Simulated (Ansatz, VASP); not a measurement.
# Two plane-wave programs on NaTaO

```xyz
6
Lattice="4.3941 0.0000 0.0000 -2.1970 3.8054 0.0000 0.0000 0.0000 5.4790" Properties=species:S:1:pos:R:3 pbc="T T T"
Na    0.0000    2.5369    4.1093
Na    2.1970    1.2685    1.3698
Ta    0.0000    2.5369    1.3698
Ta    2.1970    1.2685    4.1093
O     0.0000    0.0000    2.7395
O     0.0000    0.0000    0.0000
```

Change from the starting cell: species swapped into the CeAlAu type (P6_3/mmc, No. 194).

Alike in both runs: functional PBE; k mesh 5 × 5 × 3; occupations gaussian, width 0.2 eV; no spin polarisation.

Ansatz relaxed the structure, and its values are those at the end. VASP's run is a single point on that final structure, the one shown.

|  | VASP | Ansatz |
| --- | --- | --- |
| version | VASP 6.6.1 | Ansatz 0.2.0 |
| potentials or method | VASP PAW PBE potentials, release 64 (Na_pv, Ta_pv, O), cutoff 600 eV | scalar-relativistic, plane waves, PAW |
| valence electrons in the cell | 48 | 56 |

|  | VASP | Ansatz | Ansatz less VASP |
| --- | --- | --- | --- |
| gap on the k mesh at the Fermi level (eV) | none | none | - |
| pressure (GPa) | 0.1 | 0.1 | -0.04 |

A gap of «none» marks a metal or a gap that the smearing closes. VASP's potentials hold 48 valence electrons a cell and Ansatz's 56, so a difference there can come from the potentials and not from the codes.

The k mesh is coarse, so the values compare programs but aren't converged. Spin-orbit coupling is off throughout.
